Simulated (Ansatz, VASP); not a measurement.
BN: VASP beside Ansatz

Contents of INCAR:

```
SYSTEM = BN
PREC = Accurate
ENCUT = 520
EDIFF = 1E-7
ISMEAR = -1
SIGMA = 0.05
LREAL = .FALSE.
LASPH = .TRUE.
NELM = 60
ALGO = Normal
ISIF = 2
LWAVE = .FALSE.
LCHARG = .FALSE.
NBANDS = 11
```

File KPOINTS:

```
Automatic mesh
0
G
  13 13 9
  0 0 0
```

Contents of POSCAR:

```
BN
1.0
    2.4568420491      0.0000000000      0.0000000000
   -1.2212605467      2.1318056974      0.0000000000
   -0.6177907512     -1.0659028487      2.9608381970
N B
1 1
Direct
    0.6685060000      0.3323850000      0.9849990000
    0.9796430000      0.9834990000      0.0018060000
```

File input.yaml:

```yaml
crystal:
  lattice:
    - [2.4568420491, 0.0, 0.0]
    - [-1.2212605467, 2.1318056974, 0.0]
    - [-0.6177907512, -1.0659028487, 2.960838197]
  atoms:
    - { symbol: "N", position: [0.668506, 0.332385, 0.984999] }
    - { symbol: B, position: [0.979643, 0.983499, 0.001806] }
hamiltonian:
  xc: lda
  pseudopotentials: { kind: paw }
kpoints:
  mp_grid: { grid: [13, 13, 9] }
scf:
  occupations: { method: fermi_dirac, width: 0.05 }
output:
  forces: true
  stress: true
  eigenvalues: true
```

Alike in both runs: task single point; functional LDA; k mesh 13 × 13 × 9; occupations fermi-dirac, width 0.05 eV; no spin polarisation.

```csv
,VASP,Ansatz
version,VASP 6.6.1,Ansatz 0.2.0
potentials or method,"VASP PAW LDA potentials, release 64 (N, B)",Ansatz PAW
plane-wave cutoff (eV),520,420
valence electrons in the cell,8,8
```

|  | VASP | Ansatz | Ansatz less VASP |
| --- | --- | --- | --- |
| gap on the k mesh at the Fermi level (eV) | 2.59 | 2.61 | +0.021 |
| least direct gap on the mesh (eV) | 4.53 | 4.54 | +0.011 |
| pressure (GPa) | 14.6 | 14.1 | -0.49 |
| traceless stress, the component that is largest in VASP (GPa) | 13.48 | 13.15 | -0.331 |
| rms of the force components (eV/Å) | 1.785 | 1.792 | +0.0072 |

LDA's correlation is that of Perdew and Zunger in VASP and of Perdew and Wang (1992) in Ansatz. Atom by atom the forces differ by 0.007 eV/Å (rms over components).

Noted on Ansatz's run: odd divisions of the mesh miss points on the zone boundary, where band edges often lie, so the gap on the mesh can be too wide.
